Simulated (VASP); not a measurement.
Pt: single point with PBEsol

Pt:

```xyz
1
Lattice="0.0000 1.9590 1.9590 1.9590 0.0000 1.9590 1.9590 1.9590 0.0000" Properties=species:S:1:pos:R:3 pbc="T T T"
Pt    0.0000    0.0000    0.0000
```

```
Program             : VASP 6.6.1
Task                : single point
Functional          : PBEsol
Potentials or basis : VASP PAW PBE potentials, release 64 (Pt)
Cutoff              : 500 eV
k mesh              : 18 × 18 × 18
Occupations         : gaussian, width 0.1 eV
Spin                : no spin polarisation
```

| Item | Value |
| --- | --- |
| Pressure | -0.4 GPa |
| Band gap on the k mesh | zero (band 5 reaches 11.65 eV, above the bottom of band 6 at 9.41 eV) |

Levels at points of the mesh, in eV from the Fermi level:
```csv
k point,band 3,band 4,band 5,band 6,band 7,band 8
"(0.00, 0.00, 0.00)",-3.83,-3.83,-1.64,-1.64,14.61,19.59
"(0.50, 0.00, 0.00)",-3.89,-0.56,0.04,0.04,5.82,14.17
"(0.50, 0.50, 0.00)",0.02,0.49,0.49,1.70,8.86,11.34
```

It took 20 s on 1 thread of Intel(R) Xeon(R) Platinum 8375C CPU @ 2.90GHz (Ice Lake), on a shared host, peak memory 0.15 GiB.

Caveat: the PAW data sets were made with another functional, which shifts forces and pressure a little; spin-orbit coupling is left out, which moves the levels of the heavy elements.
